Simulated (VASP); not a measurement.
# Ir (Fm-3m) in VASP: further runs

Ir is run at these levels: PBE; tasks: single point.

All numbers are computed with VASP 6.6.1; they aren't measurements. Logs are shortened: lines on timing, memory, paths and dates and some standing lists are left out, and cuts for length are marked.

**1. The cell of the first run**

It takes space group Fm-3m (No. 225, cubic). Conventional cell: a = 3.840 Å, b = 3.840 Å, c = 3.840 Å, α = 90.00°, β = 90.00°, γ = 90.00°. Ir (site symmetry m-3m) has 12 Ir at 2.72 Å within 3.6 Å.

**2. Single point, PBE**

Contents of INCAR:

```
SYSTEM = Ir
ALGO = Normal
EDIFF = 1E-6
ENCUT = 520
GGA = PE
ISIF = 2
ISMEAR = 0
LASPH = .True.
LCHARG = .False.
LREAL = .False.
LWAVE = .False.
NBANDS = 10
NELM = 80
PREC = Accurate
SIGMA = 0.05
```

Contents of KPOINTS:

```
k-points
0
Gamma
  18 18 18
  0 0 0
```

Contents of POSCAR:

```
Ir
1.0
    0.0000000000      1.9200000000      1.9200000000
    1.9200000000      0.0000000000      1.9200000000
    1.9200000000      1.9200000000      0.0000000000
Ir
1
Direct
    0.0000000000      0.0000000000      0.0000000000
```

Potentials or basis: VASP PAW PBE potentials, release 64 (Ir).

Command:

```sh
cat potpaw_PBE.64/Ir/POTCAR > POTCAR
mpirun -np 1 vasp_std > vasp.out
```

OUTCAR:

```text
SYSTEM = Ir
   EDIFF = 1E-6
   ENCUT = 520
   GGA = PE
   ISIF = 2
   ISMEAR = 0
   LASPH = .True.
   LREAL = .False.
   NELM = 80
   PREC = Accurate

 ion  position               nearest neighbor table
   1  0.000  0.000  0.000-

  LATTYP: Found a face centered cubic cell.
 ALAT       =     3.8400000000

  Lattice vectors:

 A1 = (   0.0000000000,   1.9200000000,   1.9200000000)
 A2 = (   1.9200000000,   0.0000000000,   1.9200000000)
 A3 = (   1.9200000000,   1.9200000000,   0.0000000000)

Analysis of symmetry for initial positions (statically):
=====================================================================
 Subroutine PRICEL returns:
 Original cell was already a primitive cell.

 Routine SETGRP: Setting up the symmetry group for a
 face centered cubic supercell.

 Subroutine GETGRP returns: Found 48 space group operations
 (whereof 48 operations were pure point group operations)
 out of a pool of 48 trial point group operations.

The static configuration has the point symmetry O_h .

Analysis of symmetry for dynamics (positions and initial velocities):
=====================================================================
 Subroutine PRICEL returns:
 Original cell was already a primitive cell.

 Routine SETGRP: Setting up the symmetry group for a
 face centered cubic supercell.

 Subroutine GETGRP returns: Found 48 space group operations
 (whereof 48 operations were pure point group operations)
 out of a pool of 48 trial point group operations.

The dynamic configuration has the point symmetry O_h .

 Subroutine INISYM returns: Found 48 space group operations
 (whereof 48 operations are pure point group operations),
 and found     1 'primitive' translations

----------------------------------------------------------------------------------------

                                     Primitive cell

  volume of cell :      14.1558

  direct lattice vectors                    reciprocal lattice vectors
     0.000000000  1.920000000  1.920000000    -0.260416667  0.260416667  0.260416667
     1.920000000  0.000000000  1.920000000     0.260416667 -0.260416667  0.260416667
     1.920000000  1.920000000  0.000000000     0.260416667  0.260416667 -0.260416667

  length of vectors
     2.715290040  2.715290040  2.715290040     0.451054898  0.451054898  0.451054898

  position of ions in fractional coordinates (direct lattice)
     0.000000000  0.000000000  0.000000000

  ion indices of the primitive-cell ions
   primitive index   ion index
[... 72 lines left out ...]
   NELM   =     80;   NELMIN=  2; NELMDL= -5     # of ELM steps
   EDIFF  = 0.1E-05   stopping-criterion for ELM
   LREAL  =      F    real-space projection
   EDIFFG = 0.1E-04   stopping-criterion for IOM
   NSW    =      0    number of steps for IOM
   IBRION =     -1    ionic relax: 0-MD 1-quasi-New 2-CG
   NFREE  =      0    steps in history (QN), initial steepest desc. (CG)
   ISIF   =      2    stress and relaxation
   ISYM   =      2    0-nonsym 1-usesym 2-fastsym
   POTIM  = 0.5000    time-step for ionic-motion
   TEBEG  =    0.0;   TEEND  =   0.0 temperature during run
   PSTRESS=    0.0 pullay stress
   NELECT =       9.0000    total number of electrons
   NUPDOWN=      -1.0000    fix difference up-down
   EMIN   =  10.00;   EMAX   =-10.00  energy-range for DOS
   EFERMI =   0.00;   METHOD = LEGACY
   ISMEAR =     0;   SIGMA  =   0.05  broadening in eV -4-tet -1-fermi 0-gaus
   EFERMI_NEDOS =   21; number of points for ismear=-14 and -15
   IALGO  =     38    algorithm
   IMIX   =      4    mixing-type and parameters
     AMIX     =   0.40;   BMIX     =  1.00
     AMIX_MAG =   1.60;   BMIX_MAG =  1.00
  volume/ion in A,a.u.               =      14.16        95.53
  Fermi-wavevector in a.u.,A,eV,Ry     =   1.407703  2.660173 26.961691  1.981628
  Thomas-Fermi vector in A             =   2.529935
   LORBIT       =      0    0 simple, 1 ext, 2 COOP (PROOUT), +10 PAW based schemes
   GGA     = PE    functional components
   LHFCALC =     F    Hartree Fock is set to
   AEXX    =    0.0000 exact exchange contribution
   IVDW    =     0    specifies the selected vdW correction
   LEPSILON=     F    determine dielectric tensor
   LRPA    =     F    only Hartree local field effects (RPA)
 non-spin polarized calculation
 Gauss-broadening in eV      SIGMA  =   0.05
  energy-cutoff  :      520.00
  volume of cell :       14.16
 maximum number of plane-waves:       392
   NGX =  9   NGY =  9   NGZ =  9

 number of electron       9.0000000 magnetization

 Free energy of the ion-electron system (eV)
  ---------------------------------------------------
  ext. energy  EPLUGINS =         0.00000000
  ---------------------------------------------------
  free energy    TOTEN  =        -8.84133979 eV

  energy without entropy =       -8.84000243  energy(sigma->0) =       -8.84067111

 E-fermi :  10.4328     XC(G=0): -13.9845

 val. band max:       10.4264269587   @ k =   0.5000   0.2222   0.1111
 cond. band min:      10.4370229773   @ k =   0.3333   0.1111   0.0556
 fundamental gap:      0.0105960186
 Fermi energy:        10.4328247692

 k-point     1 :       0.0000    0.0000    0.0000
  band No.  band energies     occupation
      1      -0.7173      2.00000
      2       6.5139      2.00000
      3       6.5139      2.00000
      4       6.5139      2.00000
      5       9.2005      2.00000
      6       9.2005      2.00000
      7      24.7219      0.00000
      8      30.3054      0.00000
      9      30.3054      0.00000
     10      30.3054      0.00000
[... 287 lines left out ...]
 k-point    24 :      -0.2222    0.0556    0.0000
  band No.  band energies     occupation
      1       1.4966      2.00000
      2       5.8486      2.00000
      3       6.9694      2.00000
      4       7.0613      2.00000
      5       8.9122      2.00000
      6       9.7716      2.00000
      7      24.5620      0.00000
      8      27.3508      0.00000
      9      32.4528      0.00000
     10      33.6814      0.00000

 [... further k-points ...]
[... 5 lines left out ...]
  --------------------------------------------------------------------------------------
  -------------------------------------------------------------------------------------
  Total        0.8275183      0.8275183      0.8275183      0.0000000      0.0000000     -0.0000000
  in kB       93.6600726     93.6600726     93.6600726      0.0000000      0.0000000     -0.0000000
  external PRESSURE =      93.6600726 kB  Pullay stress =       0.0000000 kB

 VOLUME and BASIS-vectors are now :
 -----------------------------------------------------------------------------
  energy-cutoff  :      520.00
  volume of cell :       14.16
      direct lattice vectors                 reciprocal lattice vectors
     0.000000000  1.920000000  1.920000000    -0.260416667  0.260416667  0.260416667
     1.920000000  0.000000000  1.920000000     0.260416667 -0.260416667  0.260416667
     1.920000000  1.920000000  0.000000000     0.260416667  0.260416667 -0.260416667

 POSITION                                       TOTAL-FORCE (eV/Angst)
 -----------------------------------------------------------------------------------
      0.00000      0.00000      0.00000         0.000000     -0.000000      0.000000
 -----------------------------------------------------------------------------------
    total drift:                               -0.000000     -0.000000     -0.000000

  FREE ENERGIE OF THE ION-ELECTRON SYSTEM (eV)
  ---------------------------------------------------
  free  energy   TOTEN  =        -8.8413397942 eV

  energy  without entropy=       -8.8400024273  energy(sigma->0) =       -8.84067111
```

stdout:

```text
POSCAR found type information on POSCAR Ir
 POSCAR found :  1 types and       1 ions
 scaLAPACK will be used
 LDA part: xc-table for (Slater+PW92), standard interpolation
 POSCAR, INCAR and KPOINTS ok, starting setup
 FFT: planning ... GRIDC
 FFT: planning ... GRID_SOFT
 FFT: planning ... GRID
 WAVECAR not read
 entering main loop
```

It took 14 s on 1 thread of AMD EPYC 7R13 (Zen 3), shared host; peak memory 0.12 GiB.

What came out:

* Free energy: -8.8413 eV
* Pressure: 9.4 GPa
* Band gap on the k mesh: zero (an odd number of electrons rules out a gap without spin polarisation)

Caveat: the cell stands under pressure; spin-orbit coupling is left out, which moves the levels of the heavy elements.

**3. Single point, PBE (14.50 Å³/atom)**

This run uses another cell than the first one, of 14.50 Å³/atom.

Contents of INCAR:

```
PREC = Accurate
ENCUT = 520
EDIFF = 1E-7
ISMEAR = 0
SIGMA = 0.05
LREAL = False
LASPH = True
NELM = 80
ALGO = Normal
ISIF = 2
LWAVE = False
LCHARG = True
GGA = PE
LELF = True
LVHAR = True
NBANDS = 10
```

Contents of KPOINTS:

```
Automatic mesh
0
Gamma
  18 18 18
```

Contents of POSCAR:

```
Ir
1.0
    0.0000000000      1.9353690409      1.9353690409
    1.9353690409      0.0000000000      1.9353690409
    1.9353690409      1.9353690409      0.0000000000
Ir
1
Direct
    0.0000000000      0.0000000000      0.0000000000
```

Potentials or basis: VASP PAW PBE potentials, release 64 (Ir).

Command:

```sh
cat potpaw_PBE.64/Ir/POTCAR > POTCAR
mpirun -np 1 vasp_std > vasp.out
```

It took 15 s on 1 thread of AMD EPYC 7R13 (Zen 3), shared host; peak memory 0.12 GiB.

It converged, with:

- Free energy: -8.8517 eV
- Pressure: 0.4 GPa
- Band gap on the k mesh: zero (an odd number of electrons rules out a gap without spin polarisation)

Levels at points of the mesh, in eV from the Fermi level:
```csv
k point,band 2,band 3,band 4,band 5,band 6,band 7
"(0.00, 0.00, 0.00)",-3.78,-3.78,-3.78,-1.19,-1.19,14.34
"(0.50, 0.00, 0.00)",-3.87,-3.87,-0.73,0.82,0.82,6.98
"(0.50, 0.50, 0.00)",-7.11,0.79,1.37,1.37,1.67,10.15
```

Caveat: spin-orbit coupling is left out, which moves the levels of the heavy elements.

**4. Single point, PBE**

This run uses another cell than the first one, of 14.50 Å³/atom.

Contents of INCAR:

```
SYSTEM = Ir
  ALGO = Normal
  EDIFF = 1E-6
  ENCUT = 520
  GGA = PE
  ISIF = 2
  ISMEAR = 0
  LASPH = .True.
  LCHARG = .False.
  LREAL = .False.
  LWAVE = .False.
  NBANDS = 10
  NELM = 60
  PREC = Accurate
  SIGMA = 0.05
```

Contents of KPOINTS:

```
k-points
0
Gamma
  18 18 18
  0 0 0
```

POSCAR is that of step 3.

Command:

```sh
cat potpaw_PBE.64/Ir/POTCAR > POTCAR
mpirun -np 1 vasp_std > vasp.out
```

Wall time 14 s (1 thread of AMD EPYC 7R13 (Zen 3), shared host); peak memory 0.12 GiB.

It converged, with:

| Item | Value |
| --- | --- |
| Free energy | -8.8517 eV |
| Pressure | 0.4 GPa |
| Band gap on the k mesh | zero (an odd number of electrons rules out a gap without spin polarisation) |

Levels at points of the mesh, in eV from the Fermi level:
| k point | band 1 | band 2 | band 3 | band 4 | band 5 | band 6 | band 7 | band 8 | band 9 |
| --- | --- | --- | --- | --- | --- | --- | --- | --- | --- |
| (0.00, 0.00, 0.00) | -10.89 | -3.78 | -3.78 | -3.78 | -1.19 | -1.19 | 14.34 | 19.78 | 19.78 |
| (0.50, 0.00, 0.00) | -7.88 | -3.87 | -3.87 | -0.73 | 0.82 | 0.82 | 6.98 | 13.88 | 19.55 |
| (0.50, 0.50, 0.00) | -7.67 | -7.11 | 0.79 | 1.37 | 1.37 | 1.67 | 10.15 | 11.56 | 11.56 |

Caveat: spin-orbit coupling is left out, which moves the levels of the heavy elements.

**5. Single point, PBE (14.98 Å³/atom)**

This run uses another cell than the first one, of 14.98 Å³/atom.

Contents of INCAR:

```
SYSTEM = Ir
PREC = Accurate ; ENCUT = 520
EDIFF = 1E-6 ; ISMEAR = 0
SIGMA = 0.05 ; LREAL = .False.
LASPH = .True. ; NELM = 100
ALGO = Normal ; ISIF = 2
LWAVE = .False. ; LCHARG = .False.
GGA = PE ; NBANDS = 10
```

Contents of KPOINTS:

```
Automatic mesh
0
Gamma
  18 18 18
  0 0 0
```

Contents of POSCAR:

```
Ir
1.0
    0.0000000000      1.9566662725      1.9566662725
    1.9566662725      0.0000000000      1.9566662725
    1.9566662725      1.9566662725      0.0000000000
Ir
1
Direct
    0.0000000000      0.0000000000      0.0000000000
```

Command:

```sh
cat potpaw_PBE.64/Ir/POTCAR > POTCAR
mpirun -np 1 vasp_std > vasp.out
```

Run time: 20 s. Hardware: 1 thread of AMD EPYC 7R13 (Zen 3), shared host; peak memory 0.14 GiB.

The run converged. Its results:

```yaml
Free_energy: -8.8366 eV
Pressure: -10.2 GPa
Band_gap_on_the_k_mesh: zero (an odd number of electrons rules out a gap without spin polarisation)
```

Levels at points of the mesh, in eV from the Fermi level:
```tsv
k point	band 1	band 2	band 3	band 4	band 5	band 6	band 7	band 8	band 9
(0.00, 0.00, 0.00)	-10.54	-3.59	-3.59	-3.59	-1.13	-1.13	14.40	19.65	19.65
(0.50, 0.00, 0.00)	-7.54	-3.67	-3.67	-0.63	0.77	0.77	6.67	13.93	19.26
(0.50, 0.50, 0.00)	-7.30	-6.76	0.74	1.29	1.29	1.69	9.72	11.41	11.41
```

Caveat: the cell stands under tension; spin-orbit coupling is left out, which moves the levels of the heavy elements.

**6. The runs side by side**

| cell | gap on the mesh (eV) | pressure (GPa) |
| --- | --- | --- |
| a = 2.715 Å, angles 60.0°, 1 atom | none | 9.4 |
| a = 2.737 Å, angles 60.0°, 1 atom | none | 0.4 |
| a = 2.767 Å, angles 60.0°, 1 atom | none | -10.2 |

Alike in all rows: task single point; level PBE; potentials or basis VASP PAW PBE potentials, release 64 (Ir); no spin polarisation; k mesh 18 × 18 × 18; cutoff (eV) 520; smearing gaussian 0.05 eV.

Caveats: spin-orbit coupling is left out, which moves the levels of the heavy elements; the cell stands under pressure (at least some runs); the cell stands under tension (at least some runs).

Absolute energies hang on the potentials; compare differences alone.
